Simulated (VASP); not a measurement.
# Ta (R-3m) in VASP: a series of runs

The runs below take Ta through single point, with PBEsol.

All numbers are computed with VASP 6.6.1; they aren't measurements. Logs are shortened: lines on timing, memory, paths and dates and some standing lists are left out, and cuts for length are marked.

## (1) The cell of the first run

It takes space group R-3m (No. 166, trigonal). The conventional cell has a = 5.884 Å, b = 5.884 Å, c = 1.802 Å, α = 90.00°, β = 90.00°, γ = 120.00°. Ta (site symmetry -3m) has 2 Ta at 1.80 Å within 2.4 Å.

## (2) Single point, PBEsol

Contents of INCAR:

```
PREC = Accurate
ENCUT = 520
EDIFF = 1E-7
ISMEAR = 0
SIGMA = 0.15
LREAL = False
LASPH = True
NELM = 80
ALGO = Fast
ISIF = 2
LWAVE = False
LCHARG = False
GGA = PS
NBANDS = 12
```

Contents of KPOINTS:

```
Automatic mesh
0
Gamma
  22 22 22
```

Contents of POSCAR:

```
Ta
1.0
   -2.4272295031      1.7337353594      1.7337353594
    1.7337353594     -2.4272295031      1.7337353594
    1.7337353594      1.7337353594     -2.4272295031
Ta
1
Direct
    0.0000000000      0.0000000000      0.0000000000
```

Potentials or basis: VASP PAW PBE potentials, release 64 (Ta_pv).

Launch:

```
cat potpaw_PBE.64/Ta_pv/POTCAR > POTCAR
mpirun -np 1 vasp_std > vasp.out
```

OUTCAR:

```text
PREC = Accurate
   ENCUT = 520
   EDIFF = 1E-7
   ISMEAR = 0
   LREAL = False
   LASPH = True
   NELM = 80
   ISIF = 2
   GGA = PS

 ion  position               nearest neighbor table
   1  0.000  0.000  0.000-

  LATTYP: Found a trigonal (rhomboedric) cell.
 ALAT       =     3.4500898037
 COS(alpha) =    -0.4545454545

  Lattice vectors:

 A1 = (  -2.4272295031,   1.7337353594,   1.7337353594)
 A2 = (   1.7337353594,  -2.4272295031,   1.7337353594)
 A3 = (   1.7337353594,   1.7337353594,  -2.4272295031)

Analysis of symmetry for initial positions (statically):
=====================================================================
 Subroutine PRICEL returns:
 Original cell was already a primitive cell.

 Routine SETGRP: Setting up the symmetry group for a
 trigonal (rhombohedral) supercell.

 Subroutine GETGRP returns: Found 12 space group operations
 (whereof 12 operations were pure point group operations)
 out of a pool of 12 trial point group operations.

The static configuration has the point symmetry D_3d.

Analysis of symmetry for dynamics (positions and initial velocities):
=====================================================================
 Subroutine PRICEL returns:
 Original cell was already a primitive cell.

 Routine SETGRP: Setting up the symmetry group for a
 trigonal (rhombohedral) supercell.

 Subroutine GETGRP returns: Found 12 space group operations
 (whereof 12 operations were pure point group operations)
 out of a pool of 12 trial point group operations.

The dynamic configuration has the point symmetry D_3d.

 Subroutine INISYM returns: Found 12 space group operations
 (whereof 12 operations are pure point group operations),
 and found     1 'primitive' translations

----------------------------------------------------------------------------------------

                                     Primitive cell

  volume of cell :      18.0104

  direct lattice vectors                    reciprocal lattice vectors
    -2.427229503  1.733735359  1.733735359     0.160219249  0.400548123  0.400548123
     1.733735359 -2.427229503  1.733735359     0.400548123  0.160219249  0.400548123
     1.733735359  1.733735359 -2.427229503     0.400548123  0.400548123  0.160219249

  length of vectors
     3.450089804  3.450089804  3.450089804     0.588683112  0.588683112  0.588683112

  position of ions in fractional coordinates (direct lattice)
     0.000000000  0.000000000  0.000000000

  ion indices of the primitive-cell ions
   primitive index   ion index
                 1           1

----------------------------------------------------------------------------------------

 KPOINTS: Automatic mesh

Automatic generation of k-mesh.
 Grid dimensions read from file:
 generate k-points for:   22   22   22

 Generating k-lattice:

  Cartesian coordinates                     Fractional coordinates (reciprocal lattice)
     0.007282693  0.018206733  0.018206733     0.045454545  0.000000000  0.000000000
     0.018206733  0.007282693  0.018206733     0.000000000  0.045454545  0.000000000
     0.018206733  0.018206733  0.007282693     0.000000000  0.000000000  0.045454545

  Length of vectors
     0.026758323  0.026758323  0.026758323

  Shift w.r.t. Gamma in fractional coordinates (k-lattice)
     0.000000000  0.000000000  0.000000000

 Subroutine IBZKPT returns following result:
 ===========================================

 Found   1024 irreducible k-points:

 Following reciprocal coordinates:
            Coordinates               Weight
  0.000000  0.000000  0.000000      1.000000
  0.045455  0.000000  0.000000      6.000000
  0.090909  0.000000  0.000000      6.000000
  0.136364 -0.000000  0.000000      6.000000
  0.181818  0.000000  0.000000      6.000000
  0.227273  0.000000 -0.000000      6.000000
[... 16 lines left out ...]
  0.500000  0.045455  0.000000     12.000000
 -0.454545  0.045455  0.000000     12.000000
 [... further k-points ...]
   k-points           NKPTS =   1024   k-points in BZ     NKDIM =   1024   number of bands    NBANDS=     12
   number of dos      NEDOS =    301   number of ions     NIONS =      1
   total plane-waves  NPLWV =  21952
   dimension x,y,z NGX =    28 NGY =   28 NGZ =   28
   dimension x,y,z NGXF=    56 NGYF=   56 NGZF=   56
   ions per type =               1
   NGX,Y,Z   is equivalent  to a cutoff of  13.49, 13.49, 13.49 a.u.
   NGXF,Y,Z  is equivalent  to a cutoff of  26.98, 26.98, 26.98 a.u.
 SYSTEM =  unknown system
   PREC   = accura    normal or accurate (medium, high low for compatibility)
   ISTART =      0    job   : 0-new  1-cont  2-samecut
   ICHARG =      2    charge: 1-file 2-atom 10-const
   ISPIN  =      1    spin polarized calculation?
   LNONCOLLINEAR =      F non collinear calculations
   LSORBIT =      F    spin-orbit coupling
   LASPH  =      T    aspherical Exc in radial PAW
   ENCUT  =  520.0 eV  38.22 Ry    6.18 a.u.   6.41  6.41  6.41*2*pi/ulx,y,z
   NELM   =     80;   NELMIN=  2; NELMDL= -5     # of ELM steps
   EDIFF  = 0.1E-06   stopping-criterion for ELM
   LREAL  =      F    real-space projection
   EDIFFG = 0.1E-05   stopping-criterion for IOM
   NSW    =      0    number of steps for IOM
   IBRION =     -1    ionic relax: 0-MD 1-quasi-New 2-CG
   NFREE  =      0    steps in history (QN), initial steepest desc. (CG)
   ISIF   =      2    stress and relaxation
   ISYM   =      2    0-nonsym 1-usesym 2-fastsym
   POTIM  = 0.5000    time-step for ionic-motion
   TEBEG  =    0.0;   TEEND  =   0.0 temperature during run
   PSTRESS=    0.0 pullay stress
   NELECT =      11.0000    total number of electrons
   NUPDOWN=      -1.0000    fix difference up-down
   EMIN   =  10.00;   EMAX   =-10.00  energy-range for DOS
   EFERMI =   0.00;   METHOD = LEGACY
   ISMEAR =     0;   SIGMA  =   0.15  broadening in eV -4-tet -1-fermi 0-gaus
   EFERMI_NEDOS =   21; number of points for ismear=-14 and -15
   IALGO  =     68    algorithm
   IMIX   =      4    mixing-type and parameters
     AMIX     =   0.40;   BMIX     =  1.00
     AMIX_MAG =   1.60;   BMIX_MAG =  1.00
  volume/ion in A,a.u.               =      18.01       121.54
  Fermi-wavevector in a.u.,A,eV,Ry     =   1.388988  2.624806 26.249534  1.929286
  Thomas-Fermi vector in A             =   2.513061
   LORBIT       =      0    0 simple, 1 ext, 2 COOP (PROOUT), +10 PAW based schemes
   GGA     = PS    functional components
   LHFCALC =     F    Hartree Fock is set to
   AEXX    =    0.0000 exact exchange contribution
   IVDW    =     0    specifies the selected vdW correction
   LEPSILON=     F    determine dielectric tensor
   LRPA    =     F    only Hartree local field effects (RPA)
 non-spin polarized calculation
 RMM-DIIS sequential band-by-band and
 Gauss-broadening in eV      SIGMA  =   0.15
  energy-cutoff  :      520.00
  volume of cell :       18.01
 maximum number of plane-waves:       503
 NGX is ok and might be reduce to    28

 number of electron      11.0000001 magnetization

 Free energy of the ion-electron system (eV)
  ---------------------------------------------------
  ext. energy  EPLUGINS =         0.00000000
  ---------------------------------------------------
  free energy    TOTEN  =        -3.58174919 eV

  energy without entropy =       -3.57580176  energy(sigma->0) =       -3.57877547

 E-fermi :   5.3285     XC(G=0): -12.1955

 val. band max:        5.3273169005   @ k =  -0.2727   0.2727   0.1364
 cond. band min:       5.3314973873   @ k =  -0.4545   0.0909   0.0455
 fundamental gap:      0.0041804868
 Fermi energy:         5.3285329456

 k-point     1 :       0.0000    0.0000    0.0000
  band No.  band energies     occupation
      1     -30.6173      2.00000
      2     -30.6173      2.00000
      3     -20.9002      2.00000
      4      -2.9553      2.00000
      5       1.8602      2.00000
      6       2.8900      2.00000
      7       2.8900      2.00000
      8      13.7489      0.00000
      9      21.2687      0.00000
     10      21.2687      0.00000
     11      21.5773      0.00000
     12      21.6853      0.00000

 k-point     2 :       0.0455    0.0000    0.0000
  band No.  band energies     occupation
      1     -30.5636      2.00000
      2     -30.5622      2.00000
      3     -21.5357      2.00000
      4      -2.8021      2.00000
      5       2.6196      2.00000
      6       2.9636      2.00000
      7       2.9947      2.00000
      8      13.8865      0.00000
      9      18.9875      0.00000
     10      19.0373      0.00000
     11      21.6194      0.00000
     12      23.1540      0.00000

 k-point     3 :       0.0909    0.0000    0.0000
  band No.  band energies     occupation
      1     -30.4043      2.00000
      2     -30.3989      2.00000
      3     -23.2086      2.00000
      4      -2.3902      2.00000
      5       3.1840      2.00000
      6       3.3072      2.00000
      7       4.7071      2.00000
      8      14.2963      0.00000
      9      16.2012      0.00000
     10      16.3083      0.00000
     11      21.4286      0.00000
     12      23.8569      0.00000
[... 286 lines left out ...]
 k-point    23 :       0.5000    0.0455    0.0000
  band No.  band energies     occupation
      1     -38.6072      2.00000
      2     -27.2854      2.00000
      3     -27.2258      2.00000
      4      -1.4790      2.00000
      5      -0.8824      2.00000
      6       8.9256      0.00000
      7       9.2922      0.00000
      8      11.4417      0.00000
      9      13.2942      0.00000
     10      18.2978      0.00000
     11      18.7182      0.00000
     12      22.0592      0.00000

 k-point    24 :      -0.4545    0.0455    0.0000
  band No.  band energies     occupation
      1     -37.8227      2.00000
      2     -27.5546      2.00000
      3     -27.4930      2.00000
      4      -0.6955      2.00000
      5      -0.0407      2.00000
      6       7.2574      0.00000
      7       8.4358      0.00000
      8      10.4439      0.00000
      9      15.4943      0.00000
     10      18.8828      0.00000
     11      19.0532      0.00000
     12      21.7861      0.00000

 [... further k-points ...]

------------------------ aborting loop because EDIFF is reached ----------------------------------------

  FORCE on cell =-STRESS in cart. coord.  units (eV):
  Direction    XX          YY          ZZ          XY          YZ          ZX
  --------------------------------------------------------------------------------------
  -------------------------------------------------------------------------------------
  Total       18.7149319     18.7149319     18.7149319     21.8571409     21.8571409     21.8571409
  in kB     1664.8560160   1664.8560160   1664.8560160   1944.3828428   1944.3828428   1944.3828428
  external PRESSURE =    1664.8560160 kB  Pullay stress =       0.0000000 kB

 VOLUME and BASIS-vectors are now :
 -----------------------------------------------------------------------------
  energy-cutoff  :      520.00
  volume of cell :       18.01
      direct lattice vectors                 reciprocal lattice vectors
    -2.427229503  1.733735359  1.733735359     0.160219249  0.400548123  0.400548123
     1.733735359 -2.427229503  1.733735359     0.400548123  0.160219249  0.400548123
     1.733735359  1.733735359 -2.427229503     0.400548123  0.400548123  0.160219249

 POSITION                                       TOTAL-FORCE (eV/Angst)
 -----------------------------------------------------------------------------------
      0.00000      0.00000      0.00000        -0.000000     -0.000000     -0.000000
 -----------------------------------------------------------------------------------
    total drift:                                0.000000     -0.000000      0.000000

  FREE ENERGIE OF THE ION-ELECTRON SYSTEM (eV)
  ---------------------------------------------------
  free  energy   TOTEN  =        -3.5817491912 eV

  energy  without entropy=       -3.5758017581  energy(sigma->0) =       -3.57877547
```

Wall time 3.8 min (1 thread of Intel Xeon Platinum 8488C (Sapphire Rapids), shared host); peak memory 0.34 GiB.

Results:

* Free energy: -3.5817 eV
* Pressure: 166.5 GPa
* Band gap on the k mesh: zero (an odd number of electrons rules out a gap without spin polarisation)

Levels at points of the mesh, in eV from the Fermi level:
```tsv
k point	band 3	band 4	band 5	band 6	band 7	band 8
(0.00, 0.00, 0.00)	-26.23	-8.28	-3.47	-2.44	-2.44	8.42
(0.50, 0.00, 0.00)	-32.46	-7.07	-6.49	4.22	4.41	6.64
(0.50, 0.50, 0.00)	-26.23	-5.80	-3.92	-1.10	0.84	3.01
(0.50, 0.50, 0.50)	-32.54	-7.19	-7.19	5.17	5.17	9.43
```

Caveat: atoms lie so close that the PAW spheres overlap strongly, which falsifies energies and pressures; the cell stands under pressure; the PAW data sets were made with another functional, which shifts forces and pressure a little; spin-orbit coupling is left out, which moves the levels of the heavy elements.

## (3) Single point, PBEsol

This run uses another cell than the first one, of the same volume but with other edges.

Contents of INCAR:

```
SYSTEM = Ta
ALGO = Fast
EDIFF = 1E-6
ENCUT = 520
GGA = PS
ISIF = 2
ISMEAR = 0
LASPH = .True.
LCHARG = .False.
LREAL = .False.
LWAVE = .False.
NBANDS = 12
NELM = 60
PREC = Accurate
SIGMA = 0.15
```

Contents of KPOINTS:

```
k-points
0
Gamma
  22 22 22
  0 0 0
```

Contents of POSCAR:

```
Ta
1.0
   -1.2713336026      1.6738407664      1.6738407664
    1.6738407664     -1.2713336026      1.6738407664
    1.6738407664      1.6738407664     -1.2713336026
Ta
1
Direct
    0.0000000000      0.0000000000      0.0000000000
```

Potentials or basis: VASP PAW PBE potentials, release 64 (Ta_pv).

Launch:

```
cat potpaw_PBE.64/Ta_pv/POTCAR > POTCAR
mpirun -np 1 vasp_std > vasp.out
```

It took 84 s on 1 thread of Intel Xeon Platinum 8488C (Sapphire Rapids), shared host; peak memory 0.31 GiB.

Results (log left out):

```yaml
Free_energy: -12.0572 eV
Pressure: 6.5 GPa
Band_gap_on_the_k_mesh: zero (an odd number of electrons rules out a gap without spin polarisation)
```

Stress tensor (GPa, compression positive):
```
  6.52 -13.35 -13.35
-13.35   6.52 -13.35
-13.35 -13.35   6.52
```

Levels at points of the mesh, in eV from the Fermi level:
| k point | band 4 | band 5 | band 6 | band 7 | band 8 | band 9 |
| --- | --- | --- | --- | --- | --- | --- |
| (0.00, 0.00, 0.00) | -7.93 | -1.97 | -1.97 | 4.37 | 5.68 | 5.68 |
| (0.50, 0.00, 0.00) | -4.42 | -2.02 | 0.39 | 3.92 | 4.49 | 6.05 |
| (0.50, 0.50, 0.00) | -4.54 | -1.93 | 3.49 | 3.51 | 3.98 | 8.92 |
| (0.50, 0.50, 0.50) | -3.79 | -3.79 | 1.01 | 7.37 | 9.17 | 9.17 |

Caveat: the cell stands under pressure; the PAW data sets were made with another functional, which shifts forces and pressure a little; spin-orbit coupling is left out, which moves the levels of the heavy elements.

## (4) Single point, PBEsol

This run uses another cell than the first one, of the same volume but with other edges.

Contents of INCAR:

```
PREC = Accurate ; ENCUT = 520
EDIFF = 1E-6 ; ISMEAR = 0
SIGMA = 0.15 ; LREAL = F
LASPH = T ; NELM = 100
ALGO = Fast ; ISIF = 2
LWAVE = F ; LCHARG = T
GGA = PS ; LELF = T
LVHAR = T ; NBANDS = 12
```

Contents of KPOINTS:

```
regular mesh
0
Gamma
  22 22 22
```

Contents of POSCAR:

```
Ta
1.0
   -2.2188501153      1.6967677352      1.6967677352
    1.6967677352     -2.2188501153      1.6967677352
    1.6967677352      1.6967677352     -2.2188501153
Ta
1
Direct
    0.0000000000      0.0000000000      0.0000000000
```

Launch:

```
cat potpaw_PBE.64/Ta_pv/POTCAR > POTCAR
mpirun -np 1 vasp_std > vasp.out
```

Wall time 1.8 min (1 thread of Intel Xeon Platinum 8488C (Sapphire Rapids), shared host); peak memory 0.32 GiB.

It converged, with:

```
Free energy            : -9.1920 eV
Pressure               : 65.5 GPa
Band gap on the k mesh : zero (an odd number of electrons rules out a gap without spin polarisation)
```

Stress tensor (GPa, compression positive):
```
65.50 92.41 92.41
92.41 65.50 92.41
92.41 92.41 65.50
```

Levels at points of the mesh, in eV from the Fermi level:
| k point | band 3 | band 4 | band 5 | band 6 | band 7 | band 8 |
| --- | --- | --- | --- | --- | --- | --- |
| (0.00, 0.00, 0.00) | -29.76 | -7.83 | -4.31 | -1.17 | -1.17 | 9.62 |
| (0.50, 0.00, 0.00) | -33.12 | -5.29 | -3.87 | 2.86 | 2.94 | 4.80 |
| (0.50, 0.50, 0.00) | -29.77 | -4.90 | -4.41 | -0.68 | 3.07 | 5.00 |
| (0.50, 0.50, 0.50) | -33.29 | -5.40 | -5.40 | 4.38 | 4.38 | 8.47 |

Caveat: atoms lie so close that the PAW spheres overlap strongly, which falsifies energies and pressures; the cell stands under pressure; the PAW data sets were made with another functional, which shifts forces and pressure a little; spin-orbit coupling is left out, which moves the levels of the heavy elements.

## (5) Overview

| cell | further INCAR settings | gap on the mesh (eV) | pressure (GPa) |
| --- | --- | --- | --- |
| a = 3.450 Å, angles 117.0°, 1 atom | ALGO = Fast; EDIFF = 1e-07; NBANDS = 12 | none | 166.5 |
| a = 2.687 Å, angles 101.6°, 1 atom | ALGO = Fast; EDIFF = 1e-06; NBANDS = 12 | none | 6.5 |
| a = 3.268 Å, angles 115.8°, 1 atom | ALGO = Fast; EDIFF = 1e-06; NBANDS = 12 | none | 65.5 |

Alike in all rows: task single point; level PBEsol; potentials or basis VASP PAW PBE potentials, release 64 (Ta_pv); no spin polarisation; k mesh 22 × 22 × 22; cutoff (eV) 520; smearing gaussian 0.15 eV.

Caveats: the cell stands under pressure; the PAW data sets were made with another functional, which shifts forces and pressure a little; spin-orbit coupling is left out, which moves the levels of the heavy elements; atoms lie so close that the PAW spheres overlap strongly, which falsifies energies and pressures (at least some runs).

Total energies depend on the potentials used, so only differences within one code and one set of settings carry meaning.
